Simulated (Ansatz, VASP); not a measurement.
Given: the input of a run of VASP 6.6.1 on Al.

File POSCAR:

```
Al
1.0
   -0.0204552100      1.9706540500      2.0438328400
    2.0026569100      0.0099662700      2.0134113600
    2.0592944800      1.9968701300     -0.0466712900
Al
1
Direct
    0.0000000000      0.0000000000      0.0000000000
```

Contents of INCAR.step1:

```
SYSTEM = Al
PREC = Accurate
ENCUT = 600
EDIFF = 1E-5
ISMEAR = -1
SIGMA = 0.05
LREAL = .FALSE.
LASPH = .TRUE.
NELM = 100
ALGO = Normal
LWAVE = .TRUE.
LCHARG = .FALSE.
GGA = PE
NBANDS = 8
```

Contents of INCAR.step2:

```
SYSTEM = Al
PREC = Accurate
ENCUT = 600
EDIFF = 1E-6
ISMEAR = -1
SIGMA = 0.05
LREAL = .FALSE.
LASPH = .TRUE.
NELM = 100
ALGO = Normal
ISIF = 3
LWAVE = .FALSE.
LCHARG = .FALSE.
GGA = PS
LHFCALC = .TRUE.
AEXX = 0.25
HFSCREEN = 0.207
PRECFOCK = Normal
IBRION = 2
NSW = 60
EDIFFG = -0.01
ISTART = 1
```

The input KPOINTS:

```
regular mesh
0
G
  6 6 6
  0 0 0
```

Potentials or basis: VASP PAW PBE potentials, release 64 (Al).

The run is started by

```console
$ cat potpaw_PBE.64/Al/POTCAR > POTCAR
$ cp INCAR.step1 INCAR
$ mpirun -np 1 vasp_std > vasp.out
$ cp INCAR.step2 INCAR
$ mpirun -np 1 vasp_std > vasp.out
```

Question: Translate it to Ansatz 0.2.0. Potentials there: Ansatz PAW.

Answer: As run (the cutoff follows the program's own potentials):

input.yaml

```yaml
crystal:
  lattice:
    - [-0.02045521, 1.97065405, 2.04383284]
    - [2.00265691, 0.00996627, 2.01341136]
    - [2.05929448, 1.99687013, -0.04667129]
  atoms:
    - { symbol: Al, position: [0.0, 0.0, 0.0] }
hamiltonian:
  xc:
    exchange: hjs_pbesol
    correlation: pbesol
    exx: { coeff: 0.25, omega: 0.207 }
  pseudopotentials: { kind: paw }
kpoints:
  mp_grid: { grid: [6, 6, 6] }
scf:
  occupations: { method: fermi_dirac, width: 0.05 }
output:
  forces: true
  stress: true
  eigenvalues: true
relax:
  f_tol: 0.01
  max_steps: 40
  cell: { stress_tol: 0.05 }
```

Potentials or basis: Ansatz PAW.

Run with:

```bash
$ ansatz run input.yaml --threads 2 --pin off --max-ram 5632MiB --backend cpu --events-out ev --progress --plain --runs-dir out
```

Both were run:

|  | VASP | Ansatz | Ansatz less VASP |
| --- | --- | --- | --- |
| gap on the k mesh at the Fermi level, each at its own relaxed structure (eV) | none | none | - |
| relaxed volume (Å³/atom) | 16.20 | 16.19 | -0.018 |
| relaxed cell length with the largest relative difference (Å) | 2.825 | 2.819 | -0.0060 |

VASP's potentials were made for PBE, not for PBEsol-based screened hybrid. A gap of «none» marks a metal or a gap that the smearing closes.

The k mesh is coarse, so the values compare programs but aren't converged. Noted on Ansatz's run: the plane-wave basis is chosen anew once the cell has moved, so the energies of steps on either side of that aren't comparable.
